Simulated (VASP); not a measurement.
# K4Cl3 (P4/mmm) in VASP: notebook

K4Cl3 is run at these levels: PBE; tasks: single point, relaxation of cell and atoms.

Program: VASP 6.6.1. These are calculated values, not measurements. Logs are shortened: lines on timing, memory, paths and dates and some standing lists are left out, and cuts for length are marked.

## (1) The cell of the first run

Symmetry: P4/mmm, No. 123, tetragonal system. The conventional cell has a = 5.166 Å, b = 5.166 Å, c = 9.825 Å, α = 90.00°, β = 90.00°, γ = 90.00°. K (site symmetry 2mm) has 1 Cl at 1.96 Å within 2.6 Å. Cl (site symmetry mmm) has 2 K at 1.96 Å and 2 Cl at 2.58 Å within 2.6 Å. Cl (site symmetry 4/mmm) has 4 Cl at 2.58 Å and 8 K at 3.24 Å within 3.4 Å.

The cell was generated, and may not be a known phase.

## (2) Single point, PBE

Contents of INCAR:

```
SYSTEM = K4Cl3
  PREC = Accurate
  ENCUT = 520
  EDIFF = 1E-7
  ISMEAR = 0
  SIGMA = 0.1
  LREAL = .False.
  LASPH = .True.
  NELM = 80
  ALGO = Normal
  ISIF = 2
  LWAVE = .False.
  LCHARG = .True.
  GGA = PE
  LELF = .True.
  LVHAR = .True.
  NBANDS = 38
```

Contents of KPOINTS:

```
regular mesh
0
Gamma
  4 4 2
  0 0 0
```

Contents of POSCAR:

```
K4Cl3
1.0
    5.1655289500      0.0000000000      0.0000000000
    0.0000000000      5.1655289500      0.0000000000
    0.0000000000      0.0000000000      9.8252006200
K Cl
4 3
Direct
    0.0000000000      0.5000000000      0.8002197600
    0.5000000000      0.0000000000      0.8002197600
    0.0000000000      0.5000000000      0.1997802400
    0.5000000000      0.0000000000      0.1997802400
    0.5000000000      0.0000000000      0.0000000000
    0.0000000000      0.5000000000      0.0000000000
    0.5000000000      0.5000000000      0.0000000000
```

Potentials or basis: VASP PAW PBE potentials, release 64 (K_sv, Cl).

Run with:

```console
> cat potpaw_PBE.64/K_sv/POTCAR potpaw_PBE.64/Cl/POTCAR > POTCAR
> mpirun -np 1 vasp_std > vasp.out
```

OUTCAR:

```text
SYSTEM = K4Cl3
   PREC = Accurate
   ENCUT = 520
   EDIFF = 1E-7
   ISMEAR = 0
   LREAL = .False.
   LASPH = .True.
   NELM = 80
   ISIF = 2
   GGA = PE

 ion  position               nearest neighbor table
   1  0.000  0.500  0.800-   6 1.96   2 3.65   2 3.65   2 3.65   2 3.65
   2  0.500  0.000  0.800-   5 1.96   1 3.65   1 3.65   1 3.65   1 3.65
   3  0.000  0.500  0.200-   6 1.96   4 3.65   4 3.65   4 3.65   4 3.65
   4  0.500  0.000  0.200-   5 1.96   3 3.65   3 3.65   3 3.65   3 3.65
   5  0.500  0.000  0.000-   2 1.96   4 1.96   7 2.58   7 2.58
   6  0.000  0.500  0.000-   1 1.96   3 1.96   7 2.58   7 2.58
   7  0.500  0.500  0.000-   5 2.58   6 2.58   5 2.58   6 2.58

  LATTYP: Found a simple tetragonal cell.
 ALAT       =     5.1655289500
 C/A-ratio  =     1.9020705750

  Lattice vectors:

 A1 = (   5.1655289500,   0.0000000000,   0.0000000000)
 A2 = (   0.0000000000,   5.1655289500,   0.0000000000)
 A3 = (   0.0000000000,   0.0000000000,   9.8252006200)

Analysis of symmetry for initial positions (statically):
=====================================================================
 Subroutine PRICEL returns:
 Original cell was already a primitive cell.

 Routine SETGRP: Setting up the symmetry group for a
 simple tetragonal supercell.

 Subroutine GETGRP returns: Found 16 space group operations
 (whereof 16 operations were pure point group operations)
 out of a pool of 16 trial point group operations.

The static configuration has the point symmetry D_4h.

Analysis of symmetry for dynamics (positions and initial velocities):
=====================================================================
 Subroutine PRICEL returns:
 Original cell was already a primitive cell.

 Routine SETGRP: Setting up the symmetry group for a
 simple tetragonal supercell.

 Subroutine GETGRP returns: Found 16 space group operations
 (whereof 16 operations were pure point group operations)
 out of a pool of 16 trial point group operations.

The dynamic configuration has the point symmetry D_4h.

 Subroutine INISYM returns: Found 16 space group operations
 (whereof 16 operations are pure point group operations),
 and found     1 'primitive' translations

----------------------------------------------------------------------------------------

                                     Primitive cell

  volume of cell :     262.1628

  direct lattice vectors                    reciprocal lattice vectors
     5.165528950  0.000000000  0.000000000     0.193591016  0.000000000  0.000000000
     0.000000000  5.165528950  0.000000000     0.000000000  0.193591016  0.000000000
     0.000000000  0.000000000  9.825200620     0.000000000  0.000000000  0.101779092

  length of vectors
     5.165528950  5.165528950  9.825200620     0.193591016  0.193591016  0.101779092

  position of ions in fractional coordinates (direct lattice)
     0.000000000  0.500000000  0.800219760
     0.500000000  0.000000000  0.800219760
     0.000000000  0.500000000  0.199780240
     0.500000000  0.000000000  0.199780240
     0.500000000  0.000000000  0.000000000
     0.000000000  0.500000000  0.000000000
     0.500000000  0.500000000  0.000000000

  ion indices of the primitive-cell ions
   primitive index   ion index
                 1           1
                 2           2
                 3           3
                 4           4
                 5           5
                 6           6
                 7           7

----------------------------------------------------------------------------------------

 KPOINTS: regular mesh

Automatic generation of k-mesh.
 Grid dimensions read from file:
 generate k-points for:    4    4    2

 Generating k-lattice:

  Cartesian coordinates                     Fractional coordinates (reciprocal lattice)
     0.048397754  0.000000000  0.000000000     0.250000000  0.000000000  0.000000000
     0.000000000  0.048397754  0.000000000     0.000000000  0.250000000  0.000000000
     0.000000000  0.000000000  0.050889546     0.000000000  0.000000000  0.500000000

  Length of vectors
     0.048397754  0.048397754  0.050889546

  Shift w.r.t. Gamma in fractional coordinates (k-lattice)
     0.000000000  0.000000000  0.000000000

 Subroutine IBZKPT returns following result:
 ===========================================

 Found     12 irreducible k-points:

 Following reciprocal coordinates:
            Coordinates               Weight
  0.000000  0.000000  0.000000      1.000000
  0.250000  0.000000  0.000000      4.000000
  0.500000  0.000000  0.000000      2.000000
  0.250000  0.250000  0.000000      4.000000
  0.500000  0.250000  0.000000      4.000000
  0.500000  0.500000  0.000000      1.000000
  0.000000  0.000000  0.500000      1.000000
  0.250000  0.000000  0.500000      4.000000
  0.500000  0.000000  0.500000      2.000000
  0.250000  0.250000  0.500000      4.000000
  0.500000  0.250000  0.500000      4.000000
  0.500000  0.500000  0.500000      1.000000
   k-points           NKPTS =     12   k-points in BZ     NKDIM =     12   number of bands    NBANDS=     38
   number of dos      NEDOS =    301   number of ions     NIONS =      7
   total plane-waves  NPLWV = 128000
   dimension x,y,z NGX =    40 NGY =   40 NGZ =   80
   dimension x,y,z NGXF=    80 NGYF=   80 NGZF=  160
   ions per type =               4   3
   NGX,Y,Z   is equivalent  to a cutoff of  12.87, 12.87, 13.54 a.u.
   NGXF,Y,Z  is equivalent  to a cutoff of  25.75, 25.75, 27.07 a.u.
 SYSTEM =  K4Cl3
   PREC   = accura    normal or accurate (medium, high low for compatibility)
   ISTART =      0    job   : 0-new  1-cont  2-samecut
   ICHARG =      2    charge: 1-file 2-atom 10-const
   ISPIN  =      1    spin polarized calculation?
   LNONCOLLINEAR =      F non collinear calculations
   LSORBIT =      F    spin-orbit coupling
   LASPH  =      T    aspherical Exc in radial PAW
   ENCUT  =  520.0 eV  38.22 Ry    6.18 a.u.   9.60  9.60 18.27*2*pi/ulx,y,z
   NELM   =     80;   NELMIN=  2; NELMDL= -5     # of ELM steps
   EDIFF  = 0.1E-06   stopping-criterion for ELM
   LREAL  =      F    real-space projection
   EDIFFG = 0.1E-05   stopping-criterion for IOM
   NSW    =      0    number of steps for IOM
   IBRION =     -1    ionic relax: 0-MD 1-quasi-New 2-CG
   NFREE  =      0    steps in history (QN), initial steepest desc. (CG)
   ISIF   =      2    stress and relaxation
   ISYM   =      2    0-nonsym 1-usesym 2-fastsym
   POTIM  = 0.5000    time-step for ionic-motion
   TEBEG  =    0.0;   TEEND  =   0.0 temperature during run
   PSTRESS=    0.0 pullay stress
   NELECT =      57.0000    total number of electrons
   NUPDOWN=      -1.0000    fix difference up-down
   EMIN   =  10.00;   EMAX   =-10.00  energy-range for DOS
   EFERMI =   0.00;   METHOD = LEGACY
   ISMEAR =     0;   SIGMA  =   0.10  broadening in eV -4-tet -1-fermi 0-gaus
   EFERMI_NEDOS =   21; number of points for ismear=-14 and -15
   IALGO  =     38    algorithm
   IMIX   =      4    mixing-type and parameters
     AMIX     =   0.40;   BMIX     =  1.00
     AMIX_MAG =   1.60;   BMIX_MAG =  1.00
  volume/ion in A,a.u.               =      37.45       252.74
  Fermi-wavevector in a.u.,A,eV,Ry     =   0.984410  1.860266 13.184909  0.969063
  Thomas-Fermi vector in A             =   2.115641
   LORBIT       =      0    0 simple, 1 ext, 2 COOP (PROOUT), +10 PAW based schemes
   GGA     = PE    functional components
   LHFCALC =     F    Hartree Fock is set to
   AEXX    =    0.0000 exact exchange contribution
   IVDW    =     0    specifies the selected vdW correction
   LEPSILON=     F    determine dielectric tensor
   LRPA    =     F    only Hartree local field effects (RPA)
 non-spin polarized calculation
 Gauss-broadening in eV      SIGMA  =   0.10
  energy-cutoff  :      520.00
  volume of cell :      262.16
 maximum number of plane-waves:      7129
 NGX is ok and might be reduce to    40
   NGX = 19   NGY = 19   NGZ = 37

 number of electron      57.0000004 magnetization

 Free energy of the ion-electron system (eV)
  ---------------------------------------------------
  ext. energy  EPLUGINS =         0.00000000
  ---------------------------------------------------
  free energy    TOTEN  =         2.60625034 eV

  energy without entropy =        2.63809156  energy(sigma->0) =        2.62217095

 E-fermi :   1.7402     XC(G=0):  -6.6362

 val. band max:        1.7165531335   @ k =   0.0000   0.0000   0.5000
 cond. band min:       1.7626107484   @ k =   0.2500   0.0000   0.5000
 fundamental gap:      0.0460576149
 Fermi energy:         1.7402466585

 k-point     1 :       0.0000    0.0000    0.0000
  band No.  band energies     occupation
      1     -29.9835      2.00000
      2     -29.9144      2.00000
      3     -29.8988      2.00000
      4     -29.8336      2.00000
      5     -17.7623      2.00000
      6     -17.3438      2.00000
[... 30 lines left out ...]
     37       5.5146      0.00000
     38       5.6972      0.00000

 k-point     2 :       0.2500    0.0000    0.0000
  band No.  band energies     occupation
      1     -29.9732      2.00000
      2     -29.9243      2.00000
      3     -29.8892      2.00000
      4     -29.8430      2.00000
      5     -17.6894      2.00000
      6     -17.3843      2.00000
[... 30 lines left out ...]
     37       5.3307      0.00000
     38       5.7106      0.00000

 k-point     3 :       0.5000    0.0000    0.0000
  band No.  band energies     occupation
      1     -29.9487      2.00000
      2     -29.9484      2.00000
      3     -29.8660      2.00000
      4     -29.8659      2.00000
      5     -17.5672      2.00000
      6     -17.4730      2.00000
[... 30 lines left out ...]
     37       5.6356      0.00000
[... 289 lines left out ...]
 k-point    11 :       0.5000    0.2500    0.5000
  band No.  band energies     occupation
      1     -29.9483      2.00000
      2     -29.9481      2.00000
      3     -29.8657      2.00000
      4     -29.8657      2.00000
      5     -17.5199      2.00000
      6     -17.4711      2.00000
[... 30 lines left out ...]
     37       5.1648      0.00000
     38       5.2708      0.00000

 k-point    12 :       0.5000    0.5000    0.5000
  band No.  band energies     occupation
      1     -29.9479      2.00000
      2     -29.9479      2.00000
      3     -29.8655      2.00000
      4     -29.8655      2.00000
      5     -17.4694      2.00000
      6     -17.4694      2.00000
[... 30 lines left out ...]
     37       4.8840      0.00000
     38       5.2304      0.00000

------------------------ aborting loop because EDIFF is reached ----------------------------------------

  FORCE on cell =-STRESS in cart. coord.  units (eV):
  Direction    XX          YY          ZZ          XY          YZ          ZX
  --------------------------------------------------------------------------------------
  -------------------------------------------------------------------------------------
  Total       18.1267966     18.1267966    111.9978657      0.0000000     -0.0000000      0.0000000
  in kB      110.7798104    110.7798104    684.4619377      0.0000000     -0.0000000      0.0000000
  external PRESSURE =     302.0071862 kB  Pullay stress =       0.0000000 kB

 VOLUME and BASIS-vectors are now :
 -----------------------------------------------------------------------------
  energy-cutoff  :      520.00
  volume of cell :      262.16
      direct lattice vectors                 reciprocal lattice vectors
     5.165528950  0.000000000  0.000000000     0.193591016  0.000000000  0.000000000
     0.000000000  5.165528950  0.000000000     0.000000000  0.193591016  0.000000000
     0.000000000  0.000000000  9.825200620     0.000000000  0.000000000  0.101779092

 POSITION                                       TOTAL-FORCE (eV/Angst)
 -----------------------------------------------------------------------------------
      0.00000      2.58276      7.86232         0.000000     -0.000000    -14.456289
      2.58276      0.00000      7.86232         0.000000     -0.000000    -14.456289
      0.00000      2.58276      1.96288        -0.000000     -0.000000     14.456289
      2.58276      0.00000      1.96288         0.000000      0.000000     14.456289
      2.58276      0.00000      0.00000         0.000000      0.000000      0.000000
      0.00000      2.58276      0.00000         0.000000      0.000000      0.000000
      2.58276      2.58276      0.00000         0.000000      0.000000      0.000000
 -----------------------------------------------------------------------------------
    total drift:                                0.000000      0.000000     -0.000000

  FREE ENERGIE OF THE ION-ELECTRON SYSTEM (eV)
  ---------------------------------------------------
  free  energy   TOTEN  =         2.6062503364 eV

  energy  without entropy=        2.6380915585  energy(sigma->0) =        2.62217095
```

Wall time 97 s (1 thread of AMD EPYC 9R45 (Zen 5), shared host); peak memory 0.35 GiB.

Results:

| Item | Value |
| --- | --- |
| Free energy | 2.6063 eV |
| Pressure | 30.2 GPa |
| Largest force | 14.456 eV/Å |
| Band gap on the k mesh | zero (an odd number of electrons rules out a gap without spin polarisation) |

Forces in eV/Å, atoms in the order of the input:
```
K     0.000   0.000 -14.456
K     0.000   0.000 -14.456
K     0.000   0.000  14.456
K     0.000   0.000  14.456
Cl    0.000   0.000   0.000
Cl    0.000   0.000   0.000
Cl    0.000   0.000   0.000
```

Stress tensor (GPa, compression positive):
```
11.08  0.00  0.00
 0.00 11.08  0.00
 0.00  0.00 68.45
```

Caveat: the stress differs along the axes, from 11 to 68 GPa; an odd number of electrons without spin polarisation forces a metal; a magnetic or distorted state may lie lower.

[end of part 1 of 2]

The gap in the log of VASP goes by the Fermi energy; the results here count the filled bands.